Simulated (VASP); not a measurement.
# HgSe in VASP: notebook

Runs on HgSe. Level: PBE. Tasks: single point.

All numbers are computed with VASP 6.6.1; they aren't measurements. Logs are shortened: lines on timing, memory, paths and dates and some standing lists are left out, and cuts for length are marked.

**1. The cell of the first run**

The cell holds a slab with vacuum, 10 atoms: a = 4.427 Å, b = 6.260 Å, c = 23.853 Å, α = 90.00°, β = 90.00°, γ = 90.00°.

**2. Single point, PBE**

INCAR

```
SYSTEM = HgSe
PREC     = Accurate       ! precision mode
ENCUT    = 400            ! plane-wave cutoff, eV
EDIFF    = 1E-6           ! SCF threshold, eV
ISMEAR   = 0              ! smearing method
SIGMA    = 0.1            ! smearing width, eV
LREAL    = .FALSE.        ! projectors in reciprocal space
LASPH    = .TRUE.         ! aspherical terms in the spheres
NELM     = 120            ! most SCF steps
ALGO     = Normal         ! electronic algorithm
ISIF     = 2              ! what is computed and relaxed
LWAVE    = .FALSE.        ! write WAVECAR
LCHARG   = .FALSE.        ! write CHGCAR
LDIPOL   = .TRUE.       
IDIPOL   = 3            
DIPOL    = 0.5 0.5 0.500
GGA      = PE             ! functional
NBANDS   = 56             ! bands
GGA_COMPAT= .FALSE.      
NELMDL   = -8
```

KPOINTS

```
Automatic mesh
0
G
  8 6 1
  0 0 0
```

POSCAR

```
HgSe
1.0
    4.4266594705      0.0000000000      0.0000000000
    0.0000000000      6.2602418592      0.0000000000
    0.0000000000      0.0000000000     23.8533189410
Hg Se
5 5
Direct
    0.5000000000      0.5000000000      0.3144216542
    0.0000000000      0.0000000000      0.4072108271
    0.5000000000      0.5000000000      0.5000000000
    0.0000000000      0.0000000000      0.5927891729
    0.5000000000      0.5000000000      0.6855783458
    0.0000000000      0.2500000000      0.3144216542
    0.5000000000      0.7500000000      0.4072108271
    0.0000000000      0.2500000000      0.5000000000
    0.5000000000      0.7500000000      0.5927891729
    0.0000000000      0.2500000000      0.6855783458
```

Potentials or basis: VASP PAW PBE potentials, release 64 (Hg, Se).

Launch:

```sh
$ cat potpaw_PBE.64/Hg/POTCAR potpaw_PBE.64/Se/POTCAR > POTCAR
$ mpirun -np 1 vasp_std > vasp.out
```

OUTCAR:

```text
SYSTEM = HgSe
   PREC = Accurate
   ENCUT = 400
   EDIFF = 1E-6
   ISMEAR = 0
   LREAL = .FALSE.
   LASPH = .TRUE.
   NELM = 120
   ISIF = 2
   GGA = PE
   NELMDL = -8

 ion  position               nearest neighbor table
   1  0.500  0.500  0.314-   6 2.71   6 2.71   7 2.71
   2  0.000  0.000  0.407-   7 2.71   7 2.71   8 2.71   6 2.71
   3  0.500  0.500  0.500-   8 2.71   8 2.71   9 2.71   7 2.71
   4  0.000  0.000  0.593-   9 2.71   9 2.71   8 2.71  10 2.71
   5  0.500  0.500  0.686-  10 2.71  10 2.71   9 2.71
   6  0.000  0.250  0.314-   1 2.71   1 2.71   2 2.71
   7  0.500  0.750  0.407-   2 2.71   2 2.71   3 2.71   1 2.71
   8  0.000  0.250  0.500-   3 2.71   3 2.71   4 2.71   2 2.71
   9  0.500  0.750  0.593-   4 2.71   4 2.71   3 2.71   5 2.71
  10  0.000  0.250  0.686-   5 2.71   5 2.71   4 2.71

  LATTYP: Found a simple orthorhombic cell.
 ALAT       =     4.4266594705
 B/A-ratio  =     1.4142135624
 C/A-ratio  =     5.3885597254

  Lattice vectors:

 A1 = (   4.4266594705,   0.0000000000,   0.0000000000)
 A2 = (   0.0000000000,   6.2602418592,   0.0000000000)
 A3 = (   0.0000000000,   0.0000000000,  23.8533189410)

Analysis of symmetry for initial positions (statically):
=====================================================================
 Subroutine PRICEL returns:
 Original cell was already a primitive cell.

 Routine SETGRP: Setting up the symmetry group for a
 simple orthorhombic supercell.

 Subroutine GETGRP returns: Found  4 space group operations
 (whereof  4 operations were pure point group operations)
 out of a pool of  8 trial point group operations.

The static configuration has the point symmetry C_2v.

Analysis of symmetry for dynamics (positions and initial velocities):
=====================================================================
 Subroutine PRICEL returns:
 Original cell was already a primitive cell.

 Routine SETGRP: Setting up the symmetry group for a
 simple orthorhombic supercell.

 Subroutine GETGRP returns: Found  4 space group operations
 (whereof  4 operations were pure point group operations)
 out of a pool of  8 trial point group operations.

The dynamic configuration has the point symmetry C_2v.

 Subroutine INISYM returns: Found  4 space group operations
 (whereof  4 operations are pure point group operations),
 and found     1 'primitive' translations

----------------------------------------------------------------------------------------

                                     Primitive cell

  volume of cell :     661.0222

  direct lattice vectors                    reciprocal lattice vectors
     4.426659470  0.000000000  0.000000000     0.225903982  0.000000000  0.000000000
     0.000000000  6.260241859  0.000000000     0.000000000  0.159738237  0.000000000
     0.000000000  0.000000000 23.853318941     0.000000000  0.000000000  0.041922887

  length of vectors
     4.426659470  6.260241859 23.853318941     0.225903982  0.159738237  0.041922887

  position of ions in fractional coordinates (direct lattice)
     0.500000000  0.500000000  0.314421654
     0.000000000  0.000000000  0.407210827
     0.500000000  0.500000000  0.500000000
     0.000000000  0.000000000  0.592789173
     0.500000000  0.500000000  0.685578346
     0.000000000  0.250000000  0.314421654
     0.500000000  0.750000000  0.407210827
     0.000000000  0.250000000  0.500000000
     0.500000000  0.750000000  0.592789173
     0.000000000  0.250000000  0.685578346

  ion indices of the primitive-cell ions
   primitive index   ion index
                 1           1
                 2           2
                 3           3
                 4           4
                 5           5
                 6           6
                 7           7
                 8           8
                 9           9
                10          10

----------------------------------------------------------------------------------------

 KPOINTS: Automatic mesh

Automatic generation of k-mesh.
 Grid dimensions read from file:
 generate k-points for:    8    6    1

 Generating k-lattice:

  Cartesian coordinates                     Fractional coordinates (reciprocal lattice)
     0.028237998  0.000000000  0.000000000     0.125000000  0.000000000  0.000000000
     0.000000000  0.026623040  0.000000000     0.000000000  0.166666667  0.000000000
     0.000000000  0.000000000  0.041922887     0.000000000  0.000000000  1.000000000

  Length of vectors
     0.028237998  0.026623040  0.041922887

  Shift w.r.t. Gamma in fractional coordinates (k-lattice)
     0.000000000  0.000000000  0.000000000

 Subroutine IBZKPT returns following result:
 ===========================================

 Found     20 irreducible k-points:

 Following reciprocal coordinates:
            Coordinates               Weight
  0.000000  0.000000  0.000000      1.000000
  0.125000  0.000000  0.000000      2.000000
  0.250000  0.000000  0.000000      2.000000
  0.375000  0.000000  0.000000      2.000000
  0.500000  0.000000  0.000000      1.000000
  0.000000  0.166667  0.000000      2.000000
[... 12 lines left out ...]
  0.375000  0.500000  0.000000      2.000000
  0.500000  0.500000  0.000000      1.000000
   k-points           NKPTS =     20   k-points in BZ     NKDIM =     20   number of bands    NBANDS=     56
   number of dos      NEDOS =    301   number of ions     NIONS =     10
   total plane-waves  NPLWV = 201600
   dimension x,y,z NGX =    30 NGY =   42 NGZ =  160
   dimension x,y,z NGXF=    60 NGYF=   84 NGZF=  320
   ions per type =               5   5
   NGX,Y,Z   is equivalent  to a cutoff of  11.27, 11.15, 11.15 a.u.
   NGXF,Y,Z  is equivalent  to a cutoff of  22.53, 22.31, 22.30 a.u.
 SYSTEM =  HgSe
   PREC   = accura    normal or accurate (medium, high low for compatibility)
   ISTART =      0    job   : 0-new  1-cont  2-samecut
   ICHARG =      2    charge: 1-file 2-atom 10-const
   ISPIN  =      1    spin polarized calculation?
   LNONCOLLINEAR =      F non collinear calculations
   LSORBIT =      F    spin-orbit coupling
   LASPH  =      T    aspherical Exc in radial PAW
   ENCUT  =  400.0 eV  29.40 Ry    5.42 a.u.   7.22 10.21 38.90*2*pi/ulx,y,z
   NELM   =    120;   NELMIN=  2; NELMDL= -8     # of ELM steps
   EDIFF  = 0.1E-05   stopping-criterion for ELM
   LREAL  =      F    real-space projection
   EDIFFG = 0.1E-04   stopping-criterion for IOM
   NSW    =      0    number of steps for IOM
   IBRION =     -1    ionic relax: 0-MD 1-quasi-New 2-CG
   NFREE  =      0    steps in history (QN), initial steepest desc. (CG)
   ISIF   =      2    stress and relaxation
   ISYM   =      2    0-nonsym 1-usesym 2-fastsym
   POTIM  = 0.5000    time-step for ionic-motion
   TEBEG  =    0.0;   TEEND  =   0.0 temperature during run
   PSTRESS=    0.0 pullay stress
   NELECT =      90.0000    total number of electrons
   NUPDOWN=      -1.0000    fix difference up-down
   EMIN   =  10.00;   EMAX   =-10.00  energy-range for DOS
   EFERMI =   0.00;   METHOD = LEGACY
   ISMEAR =     0;   SIGMA  =   0.10  broadening in eV -4-tet -1-fermi 0-gaus
   EFERMI_NEDOS =   21; number of points for ismear=-14 and -15
   IALGO  =     38    algorithm
   IMIX   =      4    mixing-type and parameters
     AMIX     =   0.40;   BMIX     =  1.00
     AMIX_MAG =   1.60;   BMIX_MAG =  1.00
  volume/ion in A,a.u.               =      66.10       446.08
  Fermi-wavevector in a.u.,A,eV,Ry     =   0.842203  1.591534  9.650702  0.709307
  Thomas-Fermi vector in A             =   1.956872
   LORBIT       =      0    0 simple, 1 ext, 2 COOP (PROOUT), +10 PAW based schemes
   GGA     = PE    functional components
   LHFCALC =     F    Hartree Fock is set to
   AEXX    =    0.0000 exact exchange contribution
   IVDW    =     0    specifies the selected vdW correction
   LEPSILON=     F    determine dielectric tensor
   LRPA    =     F    only Hartree local field effects (RPA)
 non-spin polarized calculation
 Gauss-broadening in eV      SIGMA  =   0.10
  energy-cutoff  :      400.00
  volume of cell :      661.02
 maximum number of plane-waves:     12051
 NGX is ok and might be reduce to    30
   NGX = 15   NGY = 21   NGZ = 77

 number of electron      90.0000020 magnetization

 dipolmoment           0.000000      0.000000     -0.000000 electrons x Angstroem

 Free energy of the ion-electron system (eV)
  ---------------------------------------------------
  ext. energy  EPLUGINS =         0.00000000
  ---------------------------------------------------
  free energy    TOTEN  =       -19.07834386 eV

  energy without entropy =      -19.07720101  energy(sigma->0) =      -19.07777244

 E-fermi :  -2.3067     XC(G=0):  -4.5535

 val. band max:       -2.3932910777   @ k =   0.0000   0.0000   0.0000
 cond. band min:      -2.2210443084   @ k =   0.0000   0.0000   0.0000
 fundamental gap:      0.1722467693
 Fermi energy:        -2.3067448977

 k-point     1 :       0.0000    0.0000    0.0000
  band No.  band energies     occupation
      1     -15.1703      2.00000
      2     -14.9869      2.00000
      3     -14.7601      2.00000
      4     -14.3422      2.00000
      5     -14.3397      2.00000
      6      -9.0177      2.00000
[... 48 lines left out ...]
     55       2.7626      0.00000
     56       3.0087      0.00000

 k-point     2 :       0.1250    0.0000    0.0000
  band No.  band energies     occupation
      1     -15.1376      2.00000
      2     -14.9644      2.00000
      3     -14.7529      2.00000
      4     -14.3253      2.00000
      5     -14.3235      2.00000
      6      -9.0044      2.00000
[... 48 lines left out ...]
     55       2.5897      0.00000
     56       2.6343      0.00000
[... 1001 lines left out ...]
     55       3.4154      0.00000
     56       3.5068      0.00000

 k-point    20 :       0.5000    0.5000    0.0000
  band No.  band energies     occupation
      1     -14.8925      2.00000
      2     -14.8280      2.00000
      3     -14.7567      2.00000
      4     -14.2266      2.00000
      5     -14.2218      2.00000
      6      -8.9101      2.00000
[... 48 lines left out ...]
     55       3.4461      0.00000
     56       3.4473      0.00000

------------------------ aborting loop because EDIFF is reached ----------------------------------------

 vacuum level on the upper side and lower side of the slab       (xc-potential included)        -0.150        -0.150

  FORCE on cell =-STRESS in cart. coord.  units (eV):
  Direction    XX          YY          ZZ          XY          YZ          ZX
  --------------------------------------------------------------------------------------
  -------------------------------------------------------------------------------------
  Total       -2.2888738     -1.9580703      0.2241453      0.0000000      0.0000000      0.0000000
  in kB       -5.5477437     -4.7459463      0.5432807      0.0000000      0.0000000      0.0000000
  external PRESSURE =      -3.2501364 kB  Pullay stress =       0.0000000 kB

 VOLUME and BASIS-vectors are now :
 -----------------------------------------------------------------------------
  energy-cutoff  :      400.00
  volume of cell :      661.02
      direct lattice vectors                 reciprocal lattice vectors
     4.426659470  0.000000000  0.000000000     0.225903982  0.000000000  0.000000000
     0.000000000  6.260241859  0.000000000     0.000000000  0.159738237  0.000000000
     0.000000000  0.000000000 23.853318941     0.000000000  0.000000000  0.041922887

 POSITION                                       TOTAL-FORCE (eV/Angst)
 -----------------------------------------------------------------------------------
      2.21333      3.13012      7.50000        -0.000000     -0.905345      0.686622
      0.00000      0.00000      9.71333        -0.000000      0.172011     -0.073256
      2.21333      3.13012     11.92666        -0.000000     -0.212142      0.000000
      0.00000      0.00000     14.13999        -0.000000      0.172011      0.073256
      2.21333      3.13012     16.35332        -0.000000     -0.905345     -0.686622
      0.00000      1.56506      7.50000         0.000000      0.439064     -0.618027
      2.21333      4.69518      9.71333        -0.000000      0.349642     -0.143337
      0.00000      1.56506     11.92666        -0.000000      0.101397      0.000000
      2.21333      4.69518     14.13999        -0.000000      0.349642      0.143337
      0.00000      1.56506     16.35332        -0.000000      0.439064      0.618027
 -----------------------------------------------------------------------------------
    total drift:                                0.000000     -0.000268     -0.000000

  FREE ENERGIE OF THE ION-ELECTRON SYSTEM (eV)
  ---------------------------------------------------
  free  energy   TOTEN  =       -19.0783438556 eV

  energy  without entropy=      -19.0772010145  energy(sigma->0) =      -19.07777244

 vacuum level on the upper side and lower side of the slab         2.689         2.689
```

Wall time 13 min (1 thread of AMD EPYC 7R43 (Zen 3), shared host); peak memory 0.63 GiB.

What came out:

| Item | Value |
| --- | --- |
| Free energy | -19.0783 eV |
| Largest force | 1.136 eV/Å |
| Band gap on the k mesh | 0.17 eV |

Forces on the atoms (eV/Å):
```
Hg   0.000 -0.905  0.687
Hg   0.000  0.172 -0.073
Hg   0.000 -0.212  0.000
Hg   0.000  0.172  0.073
Hg   0.000 -0.905 -0.687
Se   0.000  0.439 -0.618
Se   0.000  0.350 -0.143
Se   0.000  0.101  0.000
Se   0.000  0.350  0.143
Se   0.000  0.439  0.618
```

Caveat: spin-orbit coupling is left out, which moves the levels of the heavy elements.

**3. Single point, PBE**

INCAR

```
SYSTEM = HgSe
ALGO = Normal
DIPOL = 0.5 0.5 0.500
EDIFF = 1E-6
ENCUT = 520
GGA = PE
IDIPOL = 3
ISIF = 2
ISMEAR = 0
LASPH = .True.
LCHARG = .True.
LDIPOL = .True.
LELF = .True.
LREAL = .False.
LVACPOTAV = .True.
LVHAR = .True.
LWAVE = .False.
NBANDS = 56
NELM = 80
PREC = Accurate
SIGMA = 0.1
```

KPOINTS

```
k-points
0
Gamma
  8 6 1
  0 0 0
```

POSCAR

```
HgSe
1.0
    4.4266594705      0.0000000000      0.0000000000
    0.0000000000      6.2602418592      0.0000000000
    0.0000000000      0.0000000000     23.8533189410
Hg Se
5 5
Direct
    0.5000000000      0.4504540487      0.3372140953
    0.0000000000      0.0220758106      0.4009944076
    0.5000000000      0.5037032819      0.4999931684
    0.0000000000      0.0220108367      0.5990327845
    0.5000000000      0.4505568265      0.6627784223
    0.0000000000      0.2536606349      0.3070150562
    0.5000000000      0.7697487840      0.4093900552
    0.0000000000      0.2542621371      0.4999973567
    0.5000000000      0.7697637584      0.5905904443
    0.0000000000      0.2537638811      0.6929942095
```

Potentials or basis: VASP PAW PBE potentials, release 64 (Hg, Se).

Launch:

```sh
$ cat potpaw_PBE.64/Hg/POTCAR potpaw_PBE.64/Se/POTCAR > POTCAR
$ mpirun -np 1 vasp_std > vasp.out
```

Run time: 34 min. Hardware: 1 thread of Oxide Virtual Turin-like, shared host; peak memory 0.97 GiB.

The run converged. Its results:

- Free energy: -19.9652 eV
- Largest force: 0.049 eV/Å
- Band gap on the k mesh: 0.32 eV

Forces on the atoms (eV/Å):
```
Hg   0.000  0.016 -0.013
Hg   0.000 -0.001  0.009
Hg   0.000 -0.014 -0.001
Hg   0.000  0.001 -0.009
Hg   0.000  0.015  0.014
Se   0.000 -0.027 -0.041
Se   0.000  0.021  0.008
Se   0.000 -0.005  0.002
Se   0.000  0.022 -0.008
Se   0.000 -0.028  0.039
```

Levels at points of the mesh, in eV from the valence-band top:
| k point | band 43 | band 44 | band 45 | band 46 | band 47 | band 48 |
| --- | --- | --- | --- | --- | --- | --- |
| (0.00, 0.00, 0.00) | -0.37 | -0.20 | 0.00 | 0.32 | 1.28 | 1.87 |
| (0.50, 0.00, 0.00) | -1.36 | -1.16 | -0.95 | 2.33 | 2.50 | 2.50 |
| (0.00, 0.50, 0.00) | -0.75 | -0.75 | -0.70 | 1.28 | 1.30 | 1.63 |
| (0.50, 0.50, 0.00) | -1.19 | -0.84 | -0.74 | 1.55 | 1.90 | 2.51 |

Caveat: spin-orbit coupling is left out, which moves the levels of the heavy elements.
